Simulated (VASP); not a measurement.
A run of VASP 6.6.1 is set up as follows.

The input INCAR:

```
SYSTEM = Si
ALGO = Normal
EDIFF = 1E-6
ENCUT = 520
ISIF = 2
ISMEAR = 0
LASPH = .True.
LCHARG = .False.
LREAL = .False.
LWAVE = .False.
NBANDS = 11
NELM = 60
PREC = Accurate
SIGMA = 0.15
```

The input KPOINTS:

```
k-points
0
Gamma
  24 24 10
  0 0 0
```

The input POSCAR:

```
Si
1.0
    2.6655775094      0.0000000000      0.0000000000
   -1.3327887547      2.3084578389      0.0000000000
    0.0000000000      0.0000000000      4.2809558065
Si
2
Direct
    0.3333333333      0.6666666667      0.2500000000
    0.6666666667      0.3333333333      0.7500000000
```

Potentials or basis: VASP PAW LDA potentials, release 64 (Si).

Command:

```console
$ cat potpaw_LDA.64/Si/POTCAR > POTCAR
$ mpirun -np 1 vasp_std > vasp.out
```

Task: Predict the band gap on the k mesh.

Result: Zero (bands 4 and 5 overlap by 12.45 eV).

Task: What does it give for the pressure?

Result: 5.2 GPa.

Stress tensor (GPa, compression positive):
```
4.09 0.00 0.00
0.00 4.09 0.00
0.00 0.00 7.37
```

Caveat: the cell differs from its parent crystal (strain +0.000 along x and y, -0.050 along z); the cell stands under pressure.
